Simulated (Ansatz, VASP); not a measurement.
One calculation of Sb, two programs

The input INCAR:

```
ALGO = Normal ; DIPOL = 0.5 0.5 0.316
EDIFF = 1E-6 ; ENCUT = 400
GGA = PE ; GGA_COMPAT = False
IDIPOL = 3 ; ISIF = 2
ISMEAR = 0 ; IVDW = 12
LASPH = True ; LCHARG = False
LDIPOL = True ; LREAL = False
LWAVE = False ; NBANDS = 12
NELM = 120 ; NELMDL = -8
PREC = Accurate ; SIGMA = 0.04
```

The input KPOINTS:

```
k-points
0
Gamma
  12 12 1
```

Contents of POSCAR:

```
Sb
1.0
    4.0685005145      0.0000000000      0.0000000000
   -2.0342502572      3.5234248009      0.0000000000
    0.0000000000      0.0000000000     26.8700000000
Sb
2
Direct
    0.3333333333      0.6666666667      0.2854168360
    0.6666666667      0.3333333333      0.3468613465
```

Input for Ansatz:

```yaml
crystal:
  lattice:
    - [4.0685005145, 0.0, 0.0]
    - [-2.0342502572, 3.5234248009, 0.0]
    - [0.0, 0.0, 26.87]
  atoms:
    - { symbol: Sb, position: [0.3333333333, 0.6666666667, 0.285416836] }
    - { symbol: Sb, position: [0.6666666667, 0.3333333333, 0.3468613465] }
basis:
  ecutwfc: 420
kpoints:
  mp_grid: { grid: [12, 12, 1] }
hamiltonian:
  xc: pbe
  dispersion: d3bj
  pseudopotentials: { kind: paw, azcp: { folder: soft_1 } }
scf:
  occupations: { method: gaussian, width: 0.04 }
  n_extra_bands: 6
  max_iter: 160
output:
  forces: true
  eigenvalues: true
  write_density: true
  write_potential: true
  elf: true
  volumetric_format: npy
efield:
  axis: 3
  dipole_correction: true
```

Alike in both runs: task single point; functional PBE; dispersion D3(BJ); k mesh 12 × 12 × 1; occupations gaussian, width 0.04 eV; no spin polarisation.

|  | VASP | Ansatz |
| --- | --- | --- |
| version | VASP 6.6.1 | Ansatz 0.2.0 |
| potentials or method | VASP PAW PBE potentials, release 64 (Sb), cutoff 400 eV | scalar-relativistic, plane waves, PAW |
| valence electrons in the cell | 10 | 30 |

VASP gave:

| Item | Value |
| --- | --- |
| gap on the k mesh at the Fermi level (eV) | 1.18 |
| least direct gap on the mesh (eV) | 1.64 |
| rms of the force components (eV/Å) | 0.047 |

**Question.** What did Ansatz give for the same quantities?

**Answer.** gap on the k mesh at the Fermi level (eV): 1.18; least direct gap on the mesh (eV): 1.67; rms of the force components (eV/Å): 0.003.

Atom by atom the forces differ by 0.050 eV/Å (rms over components). VASP's potentials hold 10 valence electrons a cell and Ansatz's 30, so a difference there can come from the potentials and not from the codes.

Spin-orbit coupling is off throughout.
